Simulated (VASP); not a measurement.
Runs of VASP 6.6.1 on MgRe3. The structure is that of space group Fm-3m (No. 225), or close to it. The cells are those of the table. 

```csv
task,level,potentials or basis,cell,cutoff (eV),gap on the mesh (eV),pressure (GPa),relaxed volume (Å³/atom)
single point,PBEsol,"VASP PAW PBE potentials, release 64 (Mg, Re)","a = 4.360 Å, angles 60.0°, 4 atoms",520,none,(b),-
relaxation of cell and atoms,PBE,"VASP PAW PBE potentials, release 64 (Mg, Re)","relaxed from a = 4.405 Å, angles 60.0°, 4 atoms",600,none,0.0,15.04
single point,LDA,"VASP PAW LDA potentials, release 64 (Mg, Re)","a = 4.333 Å, angles 60.0°, 4 atoms",520,none,0.4,-
relaxation of cell and atoms,PBEsol,"VASP PAW PBE potentials, release 64 (Mg, Re)","relaxed from a = 4.405 Å, angles 60.0°, 4 atoms",600,none,0.0,14.65
single point,PBE,"VASP PAW PBE potentials, release 64 (Mg, Re)","a = 4.401 Å, angles 60.0°, 4 atoms",520,none,-0.6,-
single point,RPBE,"VASP PAW PBE potentials, release 64 (Mg, Re)","a = 4.421 Å, angles 60.0°, 4 atoms",520,none,-0.7,-
relaxation of cell and atoms,LDA,"VASP PAW LDA potentials, release 64 (Mg, Re)","relaxed from a = 4.405 Å, angles 60.0°, 4 atoms",600,none,-0.1,14.41
relaxation of cell and atoms,RPBE,"VASP PAW PBE potentials, release 64 (Mg, Re)","relaxed from a = 4.405 Å, angles 60.0°, 4 atoms",600,none,0.0,(a)
```

Alike in all rows: no spin polarisation; k mesh 6 × 6 × 6; smearing fermi-dirac 0.05 eV.

Q: Estimate the missing entries.

A: (a) 15.24; (b) -0.2.

Caveats: spin-orbit coupling is left out, which moves the levels of the heavy elements; the PAW data sets were made with another functional, which shifts forces and pressure a little (at least some runs).

A k mesh can miss the band edges, and the runs leave out spin-orbit coupling on Re.

A gap of «none» marks levels without a gap at the run's occupations.
